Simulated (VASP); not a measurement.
Runs of VASP 6.6.1 on BeAs2C. It takes space group P-4m2 (No. 115, tetragonal). Conventional cell: a = 3.425 Å, b = 3.425 Å, c = 4.897 Å, α = 90.00°, β = 90.00°, γ = 90.00°. Within 2.8 Å of Be (site symmetry -4m2) lie 4 As at 2.14 Å. As (site symmetry 2mm) has 2 C at 2.08 Å and 2 Be at 2.14 Å within 2.7 Å. C (site symmetry -4m2) has 4 As at 2.08 Å within 2.7 Å. 

```csv
level,potentials or basis,k mesh,smearing,gap on the mesh (eV),pressure (GPa),largest force (eV/Å)
r2SCAN,"VASP PAW PBE potentials, release 64 (Be, As, C)",6 × 6 × 4,fermi-dirac 0.5 eV,none,(a),0.36
r2SCAN,"VASP PAW PBE potentials, release 64 (Be, As, C)",6 × 6 × 4,methfessel-paxton 0.05 eV,none,0.3,0.05
LDA,"VASP PAW LDA potentials, release 64 (Be, As, C)",6 × 6 × 4,fermi-dirac 0.02 eV,none,-3.6,-
r2SCAN,"VASP PAW PBE potentials, release 64 (Be, As, C)",6 × 6 × 4,fermi-dirac 0.05 eV,none,0.3,0.03
r2SCAN,"VASP PAW PBE potentials, release 64 (Be, As, C)",6 × 6 × 4,fermi-dirac 0.02 eV,none,0.3,0.04
r2SCAN,"VASP PAW PBE potentials, release 64 (Be, As, C)","6 × 6 × 4, shifted",fermi-dirac 0.02 eV,0.47,0.1,0.11
r2SCAN,"VASP PAW PBE potentials, release 64 (Be, As, C)",6 × 6 × 4,methfessel-paxton 0.001 eV,none,0.3,0.05
```

Alike in all rows: task single point; no spin polarisation; cell as given; cutoff (eV) 520.

Task: Estimate the missing entries.

Result: (a) 1.4.

Caveats: the PAW data sets were made with another functional, which shifts forces and pressure a little (at least some runs); so wide a smearing shifts energies and pressures (at least some runs); the cell stands under tension (at least some runs); a shifted mesh leaves out Γ, where band edges can lie (at least some runs).

A k mesh can miss the band edges, and the runs leave out spin-orbit coupling on As.

A gap of «none» marks levels without a gap at the run's occupations.
